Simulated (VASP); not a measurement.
A run of VASP 6.6.1 is set up as follows.

The input INCAR:

```
PREC = Accurate
ENCUT = 520
EDIFF = 1E-6
ISMEAR = 1
SIGMA = 0.2
LREAL = False
LASPH = True
NELM = 60
ALGO = Normal
ISIF = 2
LWAVE = False
LCHARG = True
GGA = PE
LELF = True
LVHAR = True
NBANDS = 30
```

The input KPOINTS:

```
Automatic mesh
0
Gamma
  6 6 6
```

The input POSCAR:

```
ScBPd3
1.0
    4.2349570000      0.0000000000      0.0000000000
    0.0000000000      4.2349570000      0.0000000000
    0.0000000000      0.0000000000      4.2349570000
Sc B Pd
1 1 3
Direct
    0.0000000000      0.0000000000      0.0000000000
    0.5000000000      0.5000000000      0.5000000000
    0.0000000000      0.5000000000      0.5000000000
    0.5000000000      0.5000000000      0.0000000000
    0.5000000000      0.0000000000      0.5000000000
```

Potentials or basis: VASP PAW PBE potentials, release 64 (Sc_sv, B, Pd).

Run with:

```console
$ cat potpaw_PBE.64/Sc_sv/POTCAR potpaw_PBE.64/B/POTCAR potpaw_PBE.64/Pd/POTCAR > POTCAR
$ mpirun -np 1 vasp_std > vasp.out
```

**Question.** What does it give for the band gap on the k mesh?

**Answer.** Zero (band 22 reaches 8.41 eV, above the bottom of band 23 at 6.65 eV).

**Question.** What does it give for the pressure?

**Answer.** -0.8 GPa.
